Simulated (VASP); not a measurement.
Input of a VASP 6.6.1 run:

File POSCAR:

```
SiO2
1.0
   -1.7448856755      1.7448856755      4.2030844887
    1.7448856755     -1.7448856755      4.2030844887
    1.7448856755      1.7448856755     -4.2030844887
Si O
2 4
Direct
    0.7500000000      0.2500000000      0.5000000000
    0.0000000000      0.0000000000      0.0000000000
    0.5409502156      0.0409502156      0.5000000000
    0.7909502156      0.7909502156      0.0000000000
    0.2090497844      0.2090497844      0.0000000000
    0.9590497844      0.4590497844      0.5000000000
```

File INCAR.step1:

```
PREC = Accurate
ENCUT = 520
ISMEAR = 0
SIGMA = 0.01
LREAL = F
LASPH = T
NELM = 60
NBANDS = 25
GGA = PE
ALGO = Normal
EDIFF = 1E-4
LWAVE = T
LCHARG = F
```

File INCAR.step2:

```
PREC = Accurate
ENCUT = 520
EDIFF = 1E-6
ISMEAR = 0
SIGMA = 0.01
LREAL = F
LASPH = T
NELM = 60
ALGO = Normal
ISIF = 2
LWAVE = F
LCHARG = T
METAGGA = R2SCAN
LMIXTAU = T
LELF = T
LVHAR = T
NBANDS = 25
ISTART = 1
```

The input KPOINTS:

```
regular mesh
0
Gamma
  10 10 10
```

Potentials or basis: VASP PAW PBE potentials, release 64 (Si, O).

Command:

```console
$ cat potpaw_PBE.64/Si/POTCAR potpaw_PBE.64/O/POTCAR > POTCAR
$ cp INCAR.step1 INCAR
$ mpirun -np 1 vasp_std > vasp.out
$ cp INCAR.step2 INCAR
$ mpirun -np 1 vasp_std > vasp.out
```

(1) Estimate the pressure.

(2) Estimate the largest force.

(3) Predict the band gap on the k mesh.

## Answers

(1) 0.4 GPa.

(2) 0.010 eV/Å.

(3) 7.22 eV (least direct gap 7.98 eV).

Caveat: the PAW data sets were made with another functional, which shifts forces and pressure a little.
